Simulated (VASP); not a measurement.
CuO (Tenorite):

```xyz
4
Lattice="2.3906 -1.7470 0.0000 2.3906 1.7470 0.0000 -0.8774 0.0000 5.1587" Properties=species:S:1:pos:R:3 pbc="T T T"
Cu    0.7566   -0.8623    2.5793
Cu    1.1953    0.8623    0.0000
O     1.6743    0.2897    3.8881
O     2.1130   -0.2897    1.3088
```

Base run:

| Property | Result |
| --- | --- |
| Program | VASP 6.6.1 |
| Functional | RPBE |
| Potentials or basis | VASP PAW PBE potentials, release 64 (Cu, O) |
| Cutoff | 520 eV |
| k mesh | 10 × 10 × 5 |
| Occupations | fermi-dirac, width 0.05 eV |
| Spin | no spin polarisation |

Its results: band gap on the k mesh zero (band 17 reaches 5.36 eV, above the bottom of band 18 at 4.77 eV); pressure 1.9 GPa; largest force 0.682 eV/Å.

After a change of settings the same cell gave: band gap on the k mesh zero (band 25 reaches 5.39 eV, above the bottom of band 26 at 4.80 eV); pressure -1.5 GPa; largest force 0.689 eV/Å. Which change was it?
A. potentials or basis from VASP PAW PBE potentials, release 64 (Cu, O) to VASP PAW PBE potentials, release 64 (Cu_sv_GW, O); cutoff from 520 eV to 700 eV; further incar settings from ALGO = Normal; EDIFF = 1e-07; NBANDS = 25 to ALGO = Normal; EDIFF = 1e-06; NBANDS = 33; valence electrons from 34 to 50
B. functional from RPBE to r2SCAN; further incar settings from ALGO = Normal; EDIFF = 1e-07; NBANDS = 25 to ALGO = Normal; EDIFF = 1e-06; NBANDS = 25
C. functional from RPBE to PBEsol

A.

Caveats: the PAW data sets were made with another functional, which shifts forces and pressure a little; semilocal functionals often make such compounds metallic where correlation or magnetic order opens a gap, which also shifts bond lengths.
